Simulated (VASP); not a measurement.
Crystal: LiF (Griceite).

```
Li F
1.0
     0.00000    2.01400    2.01400
     2.01400    0.00000    2.01400
     2.01400    2.01400    0.00000
Li F
1 1
Direct
  0.00000 0.00000 0.00000
  0.50000 0.50000 0.50000
```

| Quantity | Value |
| --- | --- |
| Program | VASP 6.6.1 |
| Task | relaxation of cell and atoms |
| Functional | r2SCAN |
| Potentials or basis | VASP PAW PBE potentials, release 64 (Li_sv, F) |
| Cutoff | 600 eV |
| k mesh | 12 × 12 × 12 |
| Occupations | fermi-dirac, width 0.02 eV |
| Spin | no spin polarisation |

At the start: pressure -3.2 GPa; volume 8.17 Å³/atom.

How do energy, volume and symmetry change on relaxing?

Over 4 steps the energy falls by 3.7 meV/atom and the volume is 7.84 Å³/atom (-4.0 %); space group Fm-3m (No. 225, to 0.05 Å).

Step by step:
```csv
step,energy change (eV),largest force (eV/Å),pressure (GPa),volume (Å³)
1,0.0000,0.0000,-3.25,16.34
2,-0.0060,0.0000,-1.48,15.95
3,-0.0072,0.0000,-0.39,15.75
4,-0.0073,0.0000,0.00,15.68
```

Final structure:
```
Li F
1.0
     0.00000    1.98672    1.98672
     1.98672    0.00000    1.98672
     1.98672    1.98672    0.00000
Li F
1 1
Cartesian
  3.9734 1.9867 1.9867
  1.9867 1.9867 1.9867
```

Caveat: the cutoff is under 1.25 times the usual one of these potentials, so pressure, stress and relaxed cells hold a basis-set (Pulay) error; the PAW data sets were made with another functional, which shifts forces and pressure a little.
